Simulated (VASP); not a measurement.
# ScAlN2 (Cmmm) in VASP: further runs, part 2 of 2

VASP 6.6.1. Earlier steps stand in the parts before.

## Step 3: Single point, PBE

This run uses another cell than the first one, of 17.77 Å³/atom.

File INCAR:

```
ALGO = Normal ; EDIFF = 1E-6
ENCUT = 520 ; GGA = PE
ISIF = 2 ; ISMEAR = 0
LASPH = T ; LCHARG = F
LREAL = F ; LWAVE = F
NBANDS = 20 ; NELM = 100
PREC = Accurate ; SIGMA = 0.1
```

File KPOINTS:

```
k-points
0
Gamma
  4 4 4
```

File POSCAR:

```
ScAlN2
1.0
    2.7453552131     -3.0256839627      0.0000000000
    2.7453552131      3.0256839627      0.0000000000
    0.0000000000      0.0000000000      4.2775995950
Sc Al N
1 1 2
Direct
    0.5000000000      0.5000000000      0.5000000000
    0.0000000000      0.0000000000      0.5000000000
    0.3877740581      0.3877740581      0.0000000000
    0.6122259419      0.6122259419      0.0000000000
```

Potentials or basis: VASP PAW PBE potentials, release 64 (Sc_sv, Al, N).

Run with:

```console
cat potpaw_PBE.64/Sc_sv/POTCAR potpaw_PBE.64/Al/POTCAR potpaw_PBE.64/N/POTCAR > POTCAR
mpirun -np 1 vasp_std > vasp.out
```

Wall time 42 s (1 thread of Intel Xeon 8259CL, shared host); peak memory 0.19 GiB.

The run converged. Its results:

* Free energy: -26.0023 eV
* Pressure: 0.5 GPa
* Largest force: 0.312 eV/Å
* Band gap on the k mesh: zero (bands 12 and 13 overlap by 0.73 eV)

Forces in eV/Å, atoms in the order of the input:
```
Sc   0.000  0.000  0.000
Al   0.000  0.000  0.000
N   -0.312  0.000  0.000
N    0.312  0.000  0.000
```

Stress tensor (GPa, compression positive):
```
 0.86  0.00  0.00
 0.00 -0.04  0.00
 0.00  0.00  0.56
```

Levels at points of the mesh, in eV from the Fermi level:
```tsv
k point	band 8	band 9	band 10	band 11	band 12	band 13	band 14	band 15	band 16	band 17
(0.00, 0.00, 0.00)	-6.48	-6.12	-3.65	-1.51	-0.96	1.67	2.09	2.21	2.62	2.91
(0.50, 0.00, 0.00)	-6.36	-6.06	-3.54	-1.98	-1.80	0.30	1.27	1.62	3.07	4.29
(0.50, 0.50, 0.00)	-6.29	-6.25	-3.09	-1.91	-0.23	0.61	1.34	1.39	2.46	3.39
(0.00, 0.00, 0.50)	-6.35	-6.35	-4.83	-0.19	0.33	0.41	1.70	1.89	2.87	3.10
(0.50, 0.00, 0.50)	-6.68	-5.71	-4.19	-1.79	0.18	0.88	1.13	1.34	2.68	3.23
(0.50, 0.50, 0.50)	-7.05	-5.65	-3.65	-1.57	-0.70	1.86	1.96	2.49	2.72	2.77
```

Caveat: the k points lie up to 0.39 Å⁻¹ apart, too coarse for converged energies and pressures of a metal; the standard files for N, O and F lose accuracy on very short bonds.

## Step 4: Relaxation of cell and atoms, PBE

File INCAR:

```
  PREC = Accurate
  ENCUT = 600
  EDIFF = 1E-6
  ISMEAR = 0
  SIGMA = 0.1
  LREAL = F
  LASPH = T
  NELM = 80
  ALGO = Normal
  ISIF = 3
  LWAVE = F
  LCHARG = F
  GGA = PE
  IBRION = 2
  NSW = 90
  EDIFFG = -0.04
```

File KPOINTS:

```
regular mesh
0
Gamma
  4 4 4
```

File POSCAR:

```
ScAlN2
1.0
    2.3729915100     -3.2627756800      0.0000000000
    2.3729915100      3.2627756800      0.0000000000
    0.0000000000      0.0000000000      4.3260742200
Sc Al N
1 1 2
Direct
    0.5000000000      0.5000000000      0.5000000000
    0.0000000000      0.0000000000      0.5000000000
    0.3274902400      0.3274902400      0.0000000000
    0.6725097600      0.6725097600      0.0000000000
```

Run with:

```console
cat potpaw_PBE.64/Sc_sv/POTCAR potpaw_PBE.64/Al/POTCAR potpaw_PBE.64/N/POTCAR > POTCAR
mpirun -np 1 vasp_std > vasp.out
```

Wall time 6.1 min (1 thread of Intel Xeon 8259CL, shared host); peak memory 0.22 GiB.

It converged, with:

```yaml
Free_energy: -26.0032 eV
Relaxed_volume: 17.82 Å³/atom
Relaxed_cell: a = 4.085 Å, b = 4.085 Å, c = 4.290 Å, α = 90.00°, β = 90.00°, γ = 95.25°
Space_group_after_relaxing_to_0.1_Å: Cmmm (No. 65)
Energy_gained_by_relaxing: 638.3 meV/atom
Ionic_steps: 19
Pressure_after_relaxing: -0.1 GPa
Largest_force_after_relaxing: 0.032 eV/Å
Band_gap_on_the_k_mesh: zero (bands 12 and 13 overlap by 0.74 eV)
```

Forces on the atoms (eV/Å):
```
Sc   0.000  0.000  0.000
Al   0.000  0.000  0.000
N   -0.032  0.000  0.000
N    0.032  0.000  0.000
```

Stress tensor (GPa, compression positive):
```
-0.32  0.00  0.00
 0.00  0.16  0.00
 0.00  0.00 -0.22
```

The path:
```csv
step,energy change (eV),largest force (eV/Å),pressure (GPa),volume (Å³)
1,0.0000,4.9942,-7.40,66.99
2,-0.9337,6.5675,30.30,59.31
3,-1.6911,1.5990,9.17,61.94
4,-1.6927,1.3726,9.92,61.82
5,-2.1629,6.1457,11.37,67.97
6,-2.2213,3.4071,10.05,66.63
7,-2.5178,0.8671,-0.86,71.95
8,-2.5178,0.8568,-0.84,71.94
9,-2.5375,0.3180,-0.79,72.63
10,-2.5422,0.1338,-0.68,73.10
11,-2.5422,0.1716,-0.66,73.14
12,-2.5452,0.0167,-0.83,73.00
13,-2.5477,0.2062,-1.10,72.79
14,-2.5500,0.0189,-0.71,72.48
15,-2.5509,0.2524,-0.30,72.16
16,-2.5523,0.1616,-0.24,71.82
17,-2.5530,0.0489,-0.16,71.39
18,-2.5530,0.0338,-0.16,71.33
19,-2.5532,0.0318,-0.13,71.29
```

Final structure:
```xyz
4
Lattice="2.7534 -3.0178 0.0000 2.7534 3.0178 0.0000 0.0000 0.0000 4.2898" Properties=species:S:1:pos:R:3 pbc="T T T"
Sc    2.7534    0.0000    2.1449
Al    0.0000    0.0000    2.1449
N     2.1353    0.0000    0.0000
N     3.3714    0.0000    0.0000
```

Levels at points of the mesh, in eV from the Fermi level:
| k point | band 9 | band 10 | band 11 | band 12 | band 13 | band 14 | band 15 | band 16 |
| --- | --- | --- | --- | --- | --- | --- | --- | --- |
| (0.00, 0.00, 0.00) | -6.07 | -3.66 | -1.49 | -0.95 | 1.67 | 2.08 | 2.19 | 2.62 |
| (0.50, 0.00, 0.00) | -6.02 | -3.54 | -1.96 | -1.80 | 0.31 | 1.26 | 1.61 | 3.05 |
| (0.50, 0.50, 0.00) | -6.21 | -3.10 | -1.90 | -0.22 | 0.58 | 1.34 | 1.40 | 2.46 |
| (0.00, 0.00, 0.50) | -6.30 | -4.82 | -0.19 | 0.32 | 0.40 | 1.71 | 1.88 | 2.85 |
| (0.50, 0.00, 0.50) | -5.68 | -4.19 | -1.79 | 0.19 | 0.88 | 1.12 | 1.33 | 2.68 |
| (0.50, 0.50, 0.50) | -5.61 | -3.65 | -1.58 | -0.70 | 1.86 | 1.96 | 2.48 | 2.77 |

Caveat: the k points lie up to 0.39 Å⁻¹ apart in the final cell, too coarse for converged energies and pressures of a metal.

## Step 5: Single point, PBE, collinear spin, ferromagnetic start

File INCAR:

```
SYSTEM = ScAlN2
PREC = Accurate
ENCUT = 520
EDIFF = 1E-7
ISMEAR = 0
SIGMA = 0.1
LREAL = .FALSE.
LASPH = .TRUE.
NELM = 150
ALGO = Normal
ISIF = 2
LWAVE = .FALSE.
LCHARG = .FALSE.
ISPIN = 2
MAGMOM = 0 0 1 1
LORBIT = 11
LMAXMIX = 4
GGA = PE
NBANDS = 24
```

File KPOINTS:

```
regular mesh
0
G
  4 4 4
  0 0 0
```

POSCAR is that of step 4.

Run with:

```console
cat potpaw_PBE.64/Sc_sv/POTCAR potpaw_PBE.64/Al/POTCAR potpaw_PBE.64/N/POTCAR > POTCAR
mpirun -np 1 vasp_std > vasp.out
```

It took 2.1 min on 1 thread of Intel Xeon 8259CL, shared host; peak memory 0.22 GiB.

Results (log left out):

| Quantity | Value |
| --- | --- |
| Free energy | -23.4475 eV |
| Pressure | -7.2 GPa |
| Largest force | 5.048 eV/Å |
| Band gap on the k mesh | zero (filled and empty bands overlap) |
| Net moment | -0.02 μB per cell |
| Site moments | Sc -0.11; Al -0.03; N +0.07 μB |
| Valence electrons inside the program's atomic spheres | Sc 9.64; Al 0.82; N 3.46 |

Forces on the atoms (eV/Å):
```
Sc   0.000  0.000  0.000
Al   0.000  0.000  0.000
N    5.048  0.000  0.000
N   -5.048  0.000  0.000
```

Stress tensor (GPa, compression positive):
```
  6.96   0.00   0.00
  0.00  -3.62   0.00
  0.00   0.00 -24.86
```

Levels at points of the mesh, in eV from the Fermi level:
Spin up:
| k point | band 9 | band 10 | band 11 | band 12 | band 13 | band 14 | band 15 | band 16 |
| --- | --- | --- | --- | --- | --- | --- | --- | --- |
| (0.00, 0.00, 0.00) | -2.61 | -2.54 | -2.09 | -1.11 | 1.37 | 1.81 | 2.89 | 3.51 |
| (0.50, 0.00, 0.00) | -3.41 | -2.85 | -2.24 | -1.90 | 0.23 | 1.17 | 2.47 | 3.17 |
| (0.50, 0.50, 0.00) | -3.55 | -2.35 | -1.71 | 0.53 | 0.58 | 1.88 | 2.29 | 3.02 |
| (0.00, 0.00, 0.50) | -2.87 | -2.85 | -1.00 | -0.27 | 0.57 | 1.46 | 3.10 | 3.75 |
| (0.50, 0.00, 0.50) | -3.48 | -3.45 | -1.17 | -0.19 | 0.16 | 1.18 | 2.13 | 2.92 |
| (0.50, 0.50, 0.50) | -4.38 | -2.52 | -1.62 | -0.74 | 0.90 | 2.56 | 2.94 | 3.36 |
Spin down:
```tsv
k point	band 8	band 9	band 10	band 11	band 12	band 13	band 14	band 15	band 16	band 17
(0.00, 0.00, 0.00)	-3.92	-2.65	-2.29	-2.06	-0.98	1.20	1.88	2.82	3.41	4.14
(0.50, 0.00, 0.00)	-3.46	-3.36	-2.83	-2.18	-1.91	0.12	1.29	2.41	3.10	4.07
(0.50, 0.50, 0.00)	-4.31	-3.51	-2.33	-1.79	0.50	0.83	1.82	2.16	3.02	3.15
(0.00, 0.00, 0.50)	-4.90	-2.92	-2.62	-0.97	0.02	0.47	1.28	3.06	3.72	3.85
(0.50, 0.00, 0.50)	-4.27	-3.39	-3.27	-1.29	-0.03	0.08	1.20	2.17	2.90	3.03
(0.50, 0.50, 0.50)	-4.80	-4.19	-2.62	-1.62	-0.85	1.22	2.48	2.90	3.25	3.52
```

Caveat: the k points lie up to 0.41 Å⁻¹ apart, too coarse for converged energies and pressures of a metal; forces of over 1 eV/Å act on the atoms, so gaps and moduli don't describe the material at rest.

## Step 6: Overview

```csv
task,spin,cell,cutoff (eV),gap on the mesh (eV),pressure (GPa),largest force (eV/Å)
single point,off,"a = 4.034, b = 4.034, c = 4.326 Å, angles 90.0, 90.0, 107.9°, 4 atoms, atomic positions A",520,none,-7.3,4.99
single point,off,"a = 4.086, b = 4.086, c = 4.278 Å, angles 90.0, 90.0, 95.6°, 4 atoms, atomic positions B",520,none,0.5,0.31
relaxation of cell and atoms,off,"relaxed from a = 4.034, b = 4.034, c = 4.326 Å, angles 90.0, 90.0, 107.9°, 4 atoms, atomic positions A",600,none,-0.1,0.03
single point,"collinear, ferromagnetic start","a = 4.034, b = 4.034, c = 4.326 Å, angles 90.0, 90.0, 107.9°, 4 atoms, atomic positions A",520,none,-7.2,5.05
```

Alike in all rows: level PBE; potentials or basis VASP PAW PBE potentials, release 64 (Sc_sv, Al, N); k mesh 4 × 4 × 4; smearing gaussian 0.1 eV.

Caveats: all runs use coarse meshes; forces of over 1 eV/Å act on the atoms, so gaps and moduli don't describe the material at rest (at least some runs); the standard files for N, O and F lose accuracy on very short bonds (at least some runs).

Total energies depend on the potentials used, so only differences within one code and one set of settings carry meaning.
